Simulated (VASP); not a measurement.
The system is B.

```
CELL_PARAMETERS angstrom
3.86672 0.00000 0.00000
-1.93336 3.34867 0.00000
0.00000 0.00000 3.66072
ATOMIC_POSITIONS crystal
B 0.23404 0.46808 0.25000
B 0.53192 0.76596 0.58333
B 0.23404 0.76596 0.91667
B 0.76596 0.53192 0.75000
B 0.46808 0.23404 0.08333
B 0.76596 0.23404 0.41667
```

```yaml
Program: VASP 6.6.1
Task: relaxation of cell and atoms
Functional: PBE
Potentials_or_basis: VASP PAW PBE potentials, release 64 (B)
Cutoff: 600 eV
k_mesh: 6 × 6 × 6
Occupations: gaussian, width 0.1 eV
Spin: no spin polarisation
```

At the start: pressure 30.0 GPa; volume 7.90 Å³/atom.

Problem. How do energy, volume and symmetry change on relaxing?

Solution. Over 34 steps the energy falls by 729.5 meV/atom and the volume is 7.30 Å³/atom (-7.7 %); space group P6_122 (No. 178, to 0.05 Å).

The path:
| step | energy change (eV) | largest force (eV/Å) | pressure (GPa) | volume (Å³) |
| --- | --- | --- | --- | --- |
| 1 | 0.0000 | 1.3493 | 29.95 | 47.40 |
| 2 | -0.7939 | 0.2285 | -8.88 | 58.26 |
| 3 | -0.8608 | 0.3706 | -2.35 | 55.46 |
| 4 | -0.9060 | 0.0881 | 0.10 | 54.76 |
| 5 | -0.9105 | 0.0532 | 1.31 | 54.45 |
| 6 | -0.9271 | 0.0870 | 0.26 | 54.88 |
| 7 | -0.9998 | 0.2653 | -2.52 | 56.11 |
| 8 | -1.1579 | 0.6563 | -7.59 | 58.46 |
| 9 | -1.2353 | 1.1180 | -15.04 | 62.63 |
| 10 | -1.2638 | 0.9591 | -11.82 | 60.66 |
| 11 | -1.2678 | 0.9913 | -12.29 | 60.93 |
| 12 | -1.2687 | 0.9938 | -12.33 | 60.95 |
| 13 | -1.2714 | 1.0011 | -12.47 | 61.02 |
| 14 | -1.2763 | 1.0152 | -12.75 | 61.15 |
| 15 | -1.2843 | 1.0411 | -13.29 | 61.42 |
| 16 | -1.2921 | 1.0821 | -14.32 | 61.94 |
| 17 | -1.3030 | 1.0892 | -14.30 | 61.89 |
| 18 | -1.3358 | 1.1101 | -14.26 | 61.75 |
| 19 | -1.4013 | 1.1500 | -14.18 | 61.46 |
| 20 | -1.5306 | 1.2224 | -14.02 | 60.87 |
| 21 | -1.7738 | 1.3589 | -13.59 | 59.68 |
| 22 | -2.1413 | 1.5558 | -12.19 | 57.19 |
| 23 | -2.1256 | 1.7056 | -6.09 | 51.90 |
| 24 | -2.2557 | 1.6950 | -9.92 | 54.77 |
| 25 | -2.6020 | 1.6351 | -9.45 | 53.05 |
| 26 | -3.4798 | 1.4184 | -5.45 | 48.08 |
| 27 | -4.0171 | 0.6162 | 20.37 | 39.08 |
| 28 | -4.0775 | 0.8617 | 11.83 | 41.03 |
| 29 | -4.3487 | 0.0630 | 3.38 | 42.41 |
| 30 | -4.3607 | 0.1423 | 1.44 | 42.83 |
| 31 | -4.3609 | 0.1194 | 1.65 | 42.78 |
| 32 | -4.3674 | 0.0978 | 0.75 | 43.08 |
| 33 | -4.3744 | 0.0374 | -1.46 | 43.84 |
| 34 | -4.3769 | 0.0057 | 0.15 | 43.77 |

Final structure:
```
CELL_PARAMETERS angstrom
3.20581 0.00000 0.00000
-1.60290 2.77631 0.00000
0.00000 0.00000 4.91796
ATOMIC_POSITIONS crystal
B 0.26911 0.53822 0.25000
B 0.46178 0.73089 0.58333
B 0.26911 0.73089 0.91667
B 0.73089 0.46178 0.75000
B 0.53822 0.26911 0.08333
B 0.73089 0.26911 0.41667
```
